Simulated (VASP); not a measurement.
Write the native input for VASP 6.6.1 that does the following.

```yaml
Task: single point
Functional: PBEsol
Potentials_or_basis: VASP PAW PBE potentials, release 64 (Fe, Co)
Cutoff: 520 eV
k_mesh: 6 × 6 × 6
Occupations: gaussian, width 0.05 eV
Spin: collinear spin, ferromagnetic start
Starting_moments: "[2.85, 1.83, 1.83, 1.83] μB"
Dipole_correction: no
Further_INCAR_settings: ALGO = Fast; EDIFF = 1e-06; NBANDS = 30
```

The structure of FeCo3 lies in POSCAR:

```
FeCo3
1.0
    3.5357026200      0.0000000000      0.0000000000
    0.0000000000      3.5357026200      0.0000000000
    0.0000000000      0.0000000000      3.5357026200
Fe Co
1 3
Direct
    0.0000000000      0.0000000000      0.0000000000
    0.5000000000      0.5000000000      0.0000000000
    0.5000000000      0.0000000000      0.5000000000
    0.0000000000      0.5000000000      0.5000000000
```

One way to write it, as run:

INCAR

```
PREC     = Accurate       # precision mode
ENCUT    = 520            # plane-wave cutoff, eV
EDIFF    = 1E-6           # SCF threshold, eV
ISMEAR   = 0              # smearing method
SIGMA    = 0.05           # smearing width, eV
LREAL    = False          # projectors in reciprocal space
LASPH    = True           # aspherical terms in the spheres
NELM     = 150            # most SCF steps
ALGO     = Fast           # electronic algorithm
ISIF     = 2              # what is computed and relaxed
LWAVE    = False          # write WAVECAR
LCHARG   = False          # write CHGCAR
ISPIN    = 2              # spin polarisation
MAGMOM   = 2.85 1.83 1.83 1.83 # initial moments
LORBIT   = 11             # projections on sites
LMAXMIX  = 4              # l up to which the mixer works
GGA      = PS             # functional
NBANDS   = 30             # bands
```

KPOINTS

```
regular mesh
0
Gamma
  6 6 6
```

Potentials or basis: VASP PAW PBE potentials, release 64 (Fe, Co).

The run is started by

```console
$ cat potpaw_PBE.64/Fe/POTCAR potpaw_PBE.64/Co/POTCAR > POTCAR
$ mpirun -np 1 vasp_std > vasp.out
```

Results of the run:

The pressure is -8.0 GPa and the net moment is 7.54 μB per cell. The site moments are Fe +2.61; Co +1.65 μB and the valence electrons inside the program's atomic spheres are Fe 7.23; Co 8.27.

Caveat: the cell stands under tension; the PAW data sets were made with another functional, which shifts forces and pressure a little.

Wall time 31 s on 1 thread of Intel(R) Xeon(R) 6975P-C (Granite Rapids) (shared host), peak memory 0.19 GiB.
